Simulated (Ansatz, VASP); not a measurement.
## Te2Mo in VASP and in Ansatz

```xyz
3
Lattice="3.5039 0.0000 0.0000 -1.7519 3.1862 0.0000 0.0000 0.0000 33.2702" Properties=species:S:1:pos:R:3 pbc="T T T"
Te    0.0000    2.1318   14.8509
Te    0.0000    2.1318   18.4193
Mo    1.7519    1.0466   16.6351
```

Change from the starting cell: strain along y +0.050, atoms relaxed.

Alike in both runs: functional PBE; dispersion D3(BJ); k mesh 12 × 12 × 1; occupations gaussian, width 0.02 eV; no spin polarisation.

Ansatz relaxed the structure, and its values are those at the end. VASP's run is a single point on that final structure, the one shown.

|  | VASP | Ansatz |
| --- | --- | --- |
| version | VASP 6.6.1 | Ansatz 0.2.0 |
| potentials or method | VASP PAW PBE potentials, release 64 (Te, Mo_sv), cutoff 520 eV | scalar-relativistic, plane waves, PAW |
| valence electrons in the cell | 26 | 46 |

|  | VASP | Ansatz | Ansatz less VASP |
| --- | --- | --- | --- |
| gap on the k mesh at the Fermi level (eV) | 0.98 | 0.98 | +0.001 |
| least direct gap on the mesh (eV) | 0.98 | 0.98 | +0.001 |
| rms of the force components (eV/Å) | 0.007 | 0.002 | -0.0049 |

VASP's potentials hold 26 valence electrons a cell and Ansatz's 46, so a difference there can come from the potentials and not from the codes. Ansatz's warnings: stress scf threshold loose.

Neither program's run includes spin-orbit coupling.
